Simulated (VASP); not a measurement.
# CoO (R3m) in VASP: notebook

The runs below take CoO through single point, with LDA, r2SCAN.

Everything below comes from runs of VASP 6.6.1. Logs are shortened: lines on timing, memory, paths and dates and some standing lists are left out, and cuts for length are marked.

## (1) The cell of the first run

The structure is trigonal, space group R3m (No. 160). The conventional cell has a = 3.226 Å, b = 3.226 Å, c = 7.750 Å, α = 90.00°, β = 90.00°, γ = 120.00°. Co (site symmetry 3m) has 4 O at 1.92 to 1.98 Å within 2.5 Å. O (site symmetry 3m) has 4 Co at 1.92 to 1.98 Å within 2.5 Å.

## (2) Single point, LDA, collinear spin, ferromagnetic start

Contents of INCAR:

```
PREC = Accurate
ENCUT = 520
EDIFF = 1E-6
ISMEAR = -1
SIGMA = 0.05
LREAL = F
LASPH = T
NELM = 150
ALGO = Normal
ISIF = 2
LWAVE = F
LCHARG = F
ISPIN = 2
MAGMOM = 2 0
LORBIT = 11
LMAXMIX = 4
GGA = CA
NBANDS = 18
```

Contents of KPOINTS:

```
Automatic mesh
0
Gamma
  10 10 10
```

Contents of POSCAR:

```
CoO
1.0
    1.6128308784      0.9311683418      2.5834678816
   -1.6128308784      0.9311683418      2.5834678816
    0.0000000000     -1.8623366835      2.5834678816
Co O
1 1
Direct
    0.9989783200      0.9989783200      0.9989783200
    0.7510210300      0.7510210300      0.7510210300
```

Potentials or basis: VASP PAW LDA potentials, release 64 (Co, O).

The run is started by

```bash
$ cat potpaw_LDA.64/Co/POTCAR potpaw_LDA.64/O/POTCAR > POTCAR
$ mpirun -np 1 vasp_std > vasp.out
```

OUTCAR:

```text
PREC = Accurate
   ENCUT = 520
   EDIFF = 1E-6
   ISMEAR = -1
   LREAL = F
   LASPH = T
   NELM = 150
   ISIF = 2
   ISPIN = 2
   LORBIT = 11
   GGA = CA

 ion  position               nearest neighbor table
   1  0.999  0.999  0.999-   2 1.92   2 1.98   2 1.98   2 1.98
   2  0.751  0.751  0.751-   1 1.92   1 1.98   1 1.98   1 1.98

  LATTYP: Found a trigonal (rhomboedric) cell.
 ALAT       =     3.1847455500
 COS(alpha) =     0.4870699110

  Lattice vectors:

 A1 = (   1.6128308784,   0.9311683418,   2.5834678816)
 A2 = (  -1.6128308784,   0.9311683418,   2.5834678816)
 A3 = (   0.0000000000,  -1.8623366835,   2.5834678816)

Analysis of symmetry for initial positions (statically):
=====================================================================
 Subroutine PRICEL returns:
 Original cell was already a primitive cell.

 Routine SETGRP: Setting up the symmetry group for a
 trigonal (rhombohedral) supercell.

 Subroutine GETGRP returns: Found  6 space group operations
 (whereof  6 operations were pure point group operations)
 out of a pool of 12 trial point group operations.

The static configuration has the point symmetry C_3v.

Analysis of symmetry for dynamics (positions and initial velocities):
=====================================================================
 Subroutine PRICEL returns:
 Original cell was already a primitive cell.

 Routine SETGRP: Setting up the symmetry group for a
 trigonal (rhombohedral) supercell.

 Subroutine GETGRP returns: Found  6 space group operations
 (whereof  6 operations were pure point group operations)
 out of a pool of 12 trial point group operations.

The dynamic configuration has the point symmetry C_3v.

Analysis of structural, dynamic, and magnetic symmetry:
=====================================================================
 Subroutine PRICEL returns:
 Original cell was already a primitive cell.

 Routine SETGRP: Setting up the symmetry group for a
 trigonal (rhombohedral) supercell.

 Subroutine GETGRP returns: Found  6 space group operations
 (whereof  6 operations were pure point group operations)
 out of a pool of 12 trial point group operations.

The overall configuration has the point symmetry C_3v.

 Subroutine INISYM returns: Found  6 space group operations
 (whereof  6 operations are pure point group operations),
 and found     1 'primitive' translations

----------------------------------------------------------------------------------------

                                     Primitive cell

[... 106 lines left out ...]
   EFERMI_NEDOS =   21; number of points for ismear=-14 and -15
   IALGO  =     38    algorithm
   IMIX   =      4    mixing-type and parameters
     AMIX     =   0.40;   BMIX     =  1.00
     AMIX_MAG =   1.60;   BMIX_MAG =  1.00
  volume/ion in A,a.u.               =      11.64        78.55
  Fermi-wavevector in a.u.,A,eV,Ry     =   1.413996  2.672065 27.203274  1.999384
  Thomas-Fermi vector in A             =   2.535584
   LORBIT       =     11    0 simple, 1 ext, 2 COOP (PROOUT), +10 PAW based schemes
   GGA     = CA    functional components
   LHFCALC =     F    Hartree Fock is set to
   AEXX    =    0.0000 exact exchange contribution
   IVDW    =     0    specifies the selected vdW correction
   LEPSILON=     F    determine dielectric tensor
   LRPA    =     F    only Hartree local field effects (RPA)
 spin polarized calculation
  energy-cutoff  :      520.00
  volume of cell :       23.28
 maximum number of plane-waves:       638
   NGX = 11   NGY = 11   NGZ = 11

 number of electron      15.0000011 magnetization       2.5538873

 Free energy of the ion-electron system (eV)
  ---------------------------------------------------
  ext. energy  EPLUGINS =         0.00000000
  ---------------------------------------------------
  free energy    TOTEN  =       -14.91760816 eV

  energy without entropy =      -14.89187121  energy(sigma->0) =      -14.90473969

 E-fermi :   5.3803     XC(G=0): -11.6357

 val. band max:        5.3788569572   @ k =  -0.3000   0.3000   0.3000
 cond. band min:       5.3818277277   @ k =  -0.4000  -0.4000   0.3000
 fundamental gap:      0.0029707706
 Fermi energy:         5.3803267979

 spin component 1

 k-point     1 :       0.0000    0.0000    0.0000
  band No.  band energies     occupation
      1     -14.2227      1.00000
      2      -0.6173      1.00000
      3      -0.5555      1.00000
      4      -0.5555      1.00000
      5       3.2416      1.00000
      6       3.2416      1.00000
[... 493 lines left out ...]
     17      31.7150      0.00000
     18      33.5687      0.00000

 [... further k-points ...]

 spin component 2

 k-point     1 :       0.0000    0.0000    0.0000
  band No.  band energies     occupation
      1     -13.7469      1.00000
      2       0.3497      1.00000
      3       0.4229      1.00000
      4       0.4229      1.00000
      5       4.9789      0.99967
      6       4.9789      0.99967
[... 493 lines left out ...]
     17      32.1049      0.00000
     18      34.0001      0.00000

 [... further k-points ...]
[... 5 lines left out ...]
  --------------------------------------------------------------------------------------
  -------------------------------------------------------------------------------------
  Total       -2.9058703     -2.9058703     -2.3347410      0.0000000     -0.0000000      0.0000000
  in kB     -199.9933026   -199.9933026   -160.6859625      0.0000000     -0.0000000      0.0000000
  external PRESSURE =    -186.8908559 kB  Pullay stress =       0.0000000 kB

 VOLUME and BASIS-vectors are now :
 -----------------------------------------------------------------------------
  energy-cutoff  :      520.00
  volume of cell :       23.28
      direct lattice vectors                 reciprocal lattice vectors
     1.612830878  0.931168342  2.583467882     0.310013906  0.178986612  0.129025538
    -1.612830878  0.931168342  2.583467882    -0.310013906  0.178986612  0.129025538
     0.000000000 -1.862336683  2.583467882     0.000000000 -0.357973224  0.129025538

 POSITION                                       TOTAL-FORCE (eV/Angst)
 -----------------------------------------------------------------------------------
      0.00000      0.00000      7.74249         0.000000      0.000000      0.169545
      0.00000      0.00000      5.82072         0.000000     -0.000000     -0.169545
 -----------------------------------------------------------------------------------
    total drift:                               -0.000000     -0.000000      0.000129

  FREE ENERGIE OF THE ION-ELECTRON SYSTEM (eV)
  ---------------------------------------------------
  free  energy   TOTEN  =       -14.9176081577 eV

  energy  without entropy=      -14.8918712131  energy(sigma->0) =      -14.90473969

 total charge

# of ion       s       p       d       tot
------------------------------------------
    1        0.341   0.436   7.217   7.994
    2        1.542   3.390   0.000   4.931
--------------------------------------------------
tot          1.882   3.825   7.217  12.925

 magnetization (x)

# of ion       s       p       d       tot
------------------------------------------
    1        0.015   0.045   2.140   2.200
    2        0.019   0.257   0.000   0.275
--------------------------------------------------
tot          0.033   0.302   2.140   2.475
```

OSZICAR:

```text
N       E                     dE             d eps       ncg     rms          rms(c)
DAV:   1     0.795550448379E+02    0.79555E+02   -0.64981E+03  8576   0.913E+02
DAV:   2    -0.122928895966E+02   -0.91848E+02   -0.79375E+02  8720   0.220E+02
DAV:   3    -0.176055891793E+02   -0.53127E+01   -0.50988E+01  9650   0.571E+01
DAV:   4    -0.176695816641E+02   -0.63992E-01   -0.63918E-01  9922   0.594E+00
DAV:   5    -0.176713555394E+02   -0.17739E-02   -0.17736E-02 10302   0.101E+00    0.170E+01
DAV:   6    -0.178402649912E+02   -0.16891E+00   -0.27248E+01  9466   0.720E+01    0.245E+01
DAV:   7    -0.150256709946E+02    0.28146E+01   -0.15968E+01  9976   0.628E+01    0.706E+00
DAV:   8    -0.149361025642E+02    0.89568E-01   -0.46074E-01 10256   0.705E+00    0.364E+00
DAV:   9    -0.149202759973E+02    0.15827E-01   -0.10474E-01 12428   0.428E+00    0.882E-01
DAV:  10    -0.149183155606E+02    0.19604E-02   -0.15137E-02 11260   0.139E+00    0.327E-01
DAV:  11    -0.149177449474E+02    0.57061E-03   -0.20112E-03 11174   0.425E-01    0.148E-01
DAV:  12    -0.149176913230E+02    0.53624E-04   -0.14557E-04 11196   0.130E-01    0.106E-01
DAV:  13    -0.149176150576E+02    0.76265E-04   -0.60572E-05 10952   0.846E-02    0.304E-02
DAV:  14    -0.149176090093E+02    0.60484E-05   -0.19650E-05 11576   0.597E-02    0.306E-02
DAV:  15    -0.149176081577E+02    0.85161E-06   -0.62348E-06 10746   0.263E-02
   1 F= -.14917608E+02 E0= -.14904740E+02  d E =-.257369E-01  mag=     2.5520
```

Run time: 2.2 min. Hardware: 1 thread of Intel Xeon 8259CL, shared host; peak memory 0.19 GiB.

Results:

* Free energy: -14.9176 eV
* Pressure: -18.7 GPa
* Largest force: 0.170 eV/Å
* Net moment: 2.55 μB per cell
* Site moments: Co +2.20; O +0.28 μB
* Valence electrons inside the program's atomic spheres: Co 7.99; O 4.93

Forces in eV/Å, atoms in the order of the input:
```
Co   0.000  0.000  0.170
O    0.000  0.000 -0.170
```

Levels at points of the mesh, in eV from the Fermi level:
Spin up:
| k point | band 6 | band 7 | band 8 | band 9 | band 10 | band 11 | band 12 | band 13 |
| --- | --- | --- | --- | --- | --- | --- | --- | --- |
| (0.00, 0.00, 0.00) | -2.14 | 0.20 | 0.42 | 0.42 | 0.56 | 13.76 | 13.76 | 14.33 |
| (0.50, 0.00, 0.00) | -2.04 | -2.04 | -0.36 | -0.31 | 5.62 | 6.86 | 13.37 | 13.71 |
| (0.50, 0.50, 0.00) | -1.83 | -1.56 | -1.48 | -1.41 | 5.25 | 9.70 | 10.90 | 13.87 |
| (0.50, 0.50, 0.50) | -2.05 | -2.05 | -0.48 | -0.48 | 5.58 | 7.18 | 13.27 | 13.27 |
Spin down:
```csv
k point,band 2,band 3,band 4,band 5,band 6,band 7,band 8,band 9,band 10,band 11
"(0.00, 0.00, 0.00)",-5.03,-4.96,-4.96,-0.40,-0.40,0.61,2.23,2.23,2.32,14.19
"(0.50, 0.00, 0.00)",-6.42,-4.76,-4.74,-0.23,-0.22,-0.08,1.41,1.45,6.02,7.47
"(0.50, 0.50, 0.00)",-6.46,-4.48,-4.44,-1.05,-0.03,0.09,0.53,0.62,6.04,10.30
"(0.50, 0.50, 0.50)",-6.39,-4.68,-4.68,-0.21,-0.21,-0.21,1.29,1.29,5.98,7.81
```

Caveat: the cell stands under tension; a cell with one magnetic atom can't hold antiferromagnetic order, which such compounds often take; semilocal functionals often make such compounds metallic where correlation or magnetic order opens a gap, which also shifts bond lengths. With open d or f shells a metallic result of LDA can be an artefact of self-interaction; +U or a hybrid may open a gap.

## (3) Single point, r2SCAN, collinear spin, ferromagnetic start

This run uses another cell than the first one, of 10.73 Å³/atom.

Contents of POSCAR:

```
CoO
1.0
    1.5695123000      0.9061583489      2.5140792326
   -1.5695123000      0.9061583489      2.5140792326
    0.0000000000     -1.8123166978      2.5140792326
Co O
1 1
Direct
    0.9989783200      0.9989783200      0.9989783200
    0.7510210300      0.7510210300      0.7510210300
```

Contents of INCAR.step1:

```
SYSTEM = CoO
PREC = Accurate
ENCUT = 520
ISMEAR = -1
SIGMA = 0.05
LREAL = .False.
LASPH = .True.
NELM = 150
ISPIN = 2
MAGMOM = 2 0
LMAXMIX = 4
NBANDS = 18
GGA = PE
ALGO = Normal
EDIFF = 1E-4
LWAVE = .True.
LCHARG = .False.
```

Contents of INCAR.step2:

```
SYSTEM = CoO
PREC = Accurate
ENCUT = 520
EDIFF = 1E-6
ISMEAR = -1
SIGMA = 0.05
LREAL = .False.
LASPH = .True.
NELM = 150
ALGO = Normal
ISIF = 2
LWAVE = .False.
LCHARG = .True.
ISPIN = 2
MAGMOM = 2 0
LORBIT = 11
LMAXMIX = 4
METAGGA = R2SCAN
LMIXTAU = .True.
LELF = .True.
LVHAR = .True.
NBANDS = 18
ISTART = 1
```

Contents of KPOINTS:

```
Automatic mesh
0
Gamma
  10 10 10
  0 0 0
```

Potentials or basis: VASP PAW PBE potentials, release 64 (Co, O).

The run is started by

```bash
$ cat potpaw_PBE.64/Co/POTCAR potpaw_PBE.64/O/POTCAR > POTCAR
$ cp INCAR.step1 INCAR
$ mpirun -np 1 vasp_std > vasp.out
$ cp INCAR.step2 INCAR
$ mpirun -np 1 vasp_std > vasp.out
```

It took 6 min on 1 thread of Intel Xeon 8259CL, shared host; peak memory 0.21 GiB.

Results (log left out):

* Free energy: -21.2789 eV
* Pressure: 13.5 GPa
* Largest force: 0.464 eV/Å
* Net moment: 2.94 μB per cell
* Site moments: Co +2.56; O +0.29 μB
* Valence electrons inside the program's atomic spheres: Co 8.12; O 5.08

Forces on the atoms (eV/Å):
```
Co   0.000  0.000  0.464
O    0.000  0.000 -0.464
```

Stress tensor (GPa, compression positive):
```
10.70  0.00  0.00
 0.00 10.70  0.00
 0.00  0.00 19.22
```

Levels at points of the mesh, in eV from the Fermi level:
Spin up:
```csv
k point,band 6,band 7,band 8,band 9,band 10,band 11,band 12,band 13
"(0.00, 0.00, 0.00)",-2.55,0.07,0.07,0.19,0.47,15.12,15.12,15.75
"(0.50, 0.00, 0.00)",-2.56,-2.54,-0.77,-0.73,6.39,7.57,14.46,14.81
"(0.50, 0.50, 0.00)",-2.42,-2.22,-2.18,-1.71,5.51,11.03,11.93,15.44
"(0.50, 0.50, 0.50)",-2.61,-2.61,-0.89,-0.89,6.33,7.89,14.34,14.34
```
Spin down:
```tsv
k point	band 3	band 4	band 5	band 6	band 7	band 8	band 9	band 10
(0.00, 0.00, 0.00)	-5.21	-5.21	-0.80	-0.80	1.26	3.84	3.84	3.91
(0.50, 0.00, 0.00)	-5.10	-5.09	-0.46	-0.43	1.28	2.84	2.86	7.05
(0.50, 0.50, 0.00)	-4.80	-4.78	-0.37	-0.19	-0.03	2.02	2.07	7.26
(0.50, 0.50, 0.50)	-5.04	-5.04	-0.39	-0.39	1.06	2.71	2.71	6.97
```

Caveat: the stress differs along the axes, from 11 to 19 GPa; the PAW data sets were made with another functional, which shifts forces and pressure a little; a cell with one magnetic atom can't hold antiferromagnetic order, which such compounds often take; semilocal functionals often make such compounds metallic where correlation or magnetic order opens a gap, which also shifts bond lengths.

## (4) Single point, r2SCAN, collinear spin, ferromagnetic start

This run uses another cell than the first one, of 10.96 Å³/atom.

Contents of POSCAR:

```
CoO
1.0
    1.5805655677      0.9125399560      2.5317845992
   -1.5805655677      0.9125399560      2.5317845992
    0.0000000000     -1.8250799120      2.5317845992
Co O
1 1
Direct
    0.9989783200      0.9989783200      0.9989783200
    0.7510210300      0.7510210300      0.7510210300
```

Contents of INCAR.step1:

```
SYSTEM = CoO
PREC = Accurate
ENCUT = 520
ISMEAR = -1
SIGMA = 0.05
LREAL = .FALSE.
LASPH = .TRUE.
NELM = 150
ISPIN = 2
MAGMOM = 2 0
LMAXMIX = 4
NBANDS = 18
GGA = PE
ALGO = Normal
EDIFF = 1E-4
LWAVE = .TRUE.
LCHARG = .FALSE.
```

Contents of INCAR.step2:

```
SYSTEM = CoO
PREC = Accurate
ENCUT = 520
EDIFF = 1E-6
ISMEAR = -1
SIGMA = 0.05
LREAL = .FALSE.
LASPH = .TRUE.
NELM = 150
ALGO = Normal
ISIF = 2
LWAVE = .FALSE.
LCHARG = .FALSE.
ISPIN = 2
MAGMOM = 2 0
LORBIT = 11
LMAXMIX = 4
METAGGA = R2SCAN
LMIXTAU = .TRUE.
NBANDS = 18
ISTART = 1
```

Contents of KPOINTS:

```
regular mesh
0
G
  10 10 10
  0 0 0
```

The run is started by

```bash
$ cat potpaw_PBE.64/Co/POTCAR potpaw_PBE.64/O/POTCAR > POTCAR
$ cp INCAR.step1 INCAR
$ mpirun -np 1 vasp_std > vasp.out
$ cp INCAR.step2 INCAR
$ mpirun -np 1 vasp_std > vasp.out
```

Wall time 6.1 min (1 thread of Intel Xeon 8259CL, shared host); peak memory 0.21 GiB.

The run converged. Its results:

```yaml
Free_energy: -21.3130 eV
Pressure: 10.0 GPa
Largest_force: 0.433 eV/Å
Net_moment: 2.96 μB per cell
Site_moments: Co +2.58; O +0.29 μB
Valence_electrons_inside_the_program's_atomic_spheres: Co 8.08; O 5.07
```

Forces in eV/Å, atoms in the order of the input:
```
Co   0.000  0.000  0.433
O    0.000  0.000 -0.433
```

Stress tensor (GPa, compression positive):
```
 7.41  0.00  0.00
 0.00  7.41  0.00
 0.00  0.00 15.33
```

Levels at points of the mesh, in eV from the Fermi level:
Spin up:
| k point | band 6 | band 7 | band 8 | band 9 | band 10 | band 11 | band 12 | band 13 |
| --- | --- | --- | --- | --- | --- | --- | --- | --- |
| (0.00, 0.00, 0.00) | -2.52 | 0.02 | 0.02 | 0.13 | 0.42 | 14.95 | 14.95 | 15.57 |
| (0.50, 0.00, 0.00) | -2.54 | -2.53 | -0.79 | -0.76 | 6.28 | 7.48 | 14.30 | 14.65 |
| (0.50, 0.50, 0.00) | -2.43 | -2.23 | -2.17 | -1.70 | 5.44 | 10.88 | 11.76 | 15.24 |
| (0.50, 0.50, 0.50) | -2.60 | -2.60 | -0.90 | -0.90 | 6.23 | 7.79 | 14.19 | 14.19 |
Spin down:
```csv
k point,band 4,band 5,band 6,band 7,band 8,band 9
"(0.00, 0.00, 0.00)",-5.04,-0.79,-0.79,1.23,3.81,3.81
"(0.50, 0.00, 0.00)",-4.94,-0.46,-0.42,1.33,2.85,2.87
"(0.50, 0.50, 0.00)",-4.64,-0.38,-0.13,0.01,2.05,2.10
"(0.50, 0.50, 0.50)",-4.89,-0.39,-0.39,1.12,2.72,2.72
```

Caveat: the stress differs along the axes, from 7 to 15 GPa; the PAW data sets were made with another functional, which shifts forces and pressure a little; a cell with one magnetic atom can't hold antiferromagnetic order, which such compounds often take; semilocal functionals often make such compounds metallic where correlation or magnetic order opens a gap, which also shifts bond lengths. With open d or f shells a metallic result of r2SCAN can be an artefact of self-interaction; +U or a hybrid may open a gap.

## (5) Summary

| level | potentials or basis | cell | gap on the mesh (eV) | pressure (GPa) | moment (μB) | largest force (eV/Å) |
| --- | --- | --- | --- | --- | --- | --- |
| LDA | VASP PAW LDA potentials, release 64 (Co, O) | a = 3.185 Å, angles 60.9°, 2 atoms | none | -18.7 | 2.55 | 0.17 |
| r2SCAN | VASP PAW PBE potentials, release 64 (Co, O) | a = 3.099 Å, angles 60.9°, 2 atoms | none | 13.5 | 2.94 | 0.46 |
| r2SCAN | VASP PAW PBE potentials, release 64 (Co, O) | a = 3.121 Å, angles 60.9°, 2 atoms | none | 10.0 | 2.96 | 0.43 |

Alike in all rows: task single point; spin collinear, ferromagnetic start; k mesh 10 × 10 × 10; cutoff (eV) 520; smearing fermi-dirac 0.05 eV.

Caveats: a cell with one magnetic atom can't hold antiferromagnetic order, which such compounds often take; semilocal functionals often make such compounds metallic where correlation or magnetic order opens a gap, which also shifts bond lengths; the PAW data sets were made with another functional, which shifts forces and pressure a little (at least some runs); the cell stands under tension (at least some runs); the stress differs along the axes, from 11 to 19 GPa (at least some runs); the stress differs along the axes, from 7 to 15 GPa (at least some runs).

Absolute energies hang on the potentials; compare differences alone.

The gap in the log of VASP goes by the Fermi energy; the results here count the filled bands.